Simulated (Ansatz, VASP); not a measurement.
# BeS in VASP and in Ansatz

```
Be S
1.0
     0.00000    2.43097    2.47024
     2.47024    0.00000    2.47024
     2.47024    2.43097    0.00000
Be S
1 1
Direct
  0.00000 0.00000 0.00000
  0.75000 0.75000 0.75000
```

Alike in both runs: task single point; functional PBEsol; k mesh 10 × 10 × 10; occupations gaussian, width 0.05 eV; no spin polarisation.

```csv
,VASP,Ansatz
version,VASP 6.6.1,Ansatz 0.2.0
potentials or method,"VASP PAW PBE potentials, release 64 (Be, S), cutoff 520 eV","scalar-relativistic, plane waves, PAW"
valence electrons in the cell,8,8
```

```csv
,VASP,Ansatz,Ansatz less VASP
gap on the k mesh at the Fermi level (eV),2.88,2.88,-0.003
least direct gap on the mesh (eV),5.33,5.33,-0.001
pressure (GPa),-4.0,-4.2,-0.14
"traceless stress, the component that is largest in VASP (GPa)",0.95,0.96,+0.005
```

VASP's potentials were made for PBE, not for PBEsol.
